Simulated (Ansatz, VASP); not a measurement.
# V: VASP beside Ansatz

```
V
1.0
    -1.51435    1.51435    1.51435
     1.51435   -1.51435    1.51435
     1.51435    1.51435   -1.51435
V
1
Direct
  0.00000 0.00000 0.00000
```

Alike in both runs: task single point; functional PBE; k mesh 12 × 12 × 12; occupations gaussian, width 0.026 eV; collinear spin.

|  | VASP | Ansatz |
| --- | --- | --- |
| version | VASP 6.6.1 | Ansatz 0.2.0 |
| potentials or method | VASP PAW PBE potentials, release 64 (V_sv), cutoff 520 eV | all-electron LAPW, scalar-relativistic |

|  | VASP | Ansatz | Ansatz less VASP |
| --- | --- | --- | --- |
| gap on the k mesh at the Fermi level (eV) | none | none | - |
| pressure (GPa) | -5.1 | -5.3 | -0.20 |
| net moment per atom (μB) | 0.13 | 0.12 | -0.005 |
| size of the moment on the site where the two differ most (μB) | 0.11 | 0.11 | +0.002 |

Site moments also hang on the region over which each program counts them. A gap of «none» marks a metal or a gap that the smearing closes. Ansatz ran all-electron here, and VASP with PAW potentials.
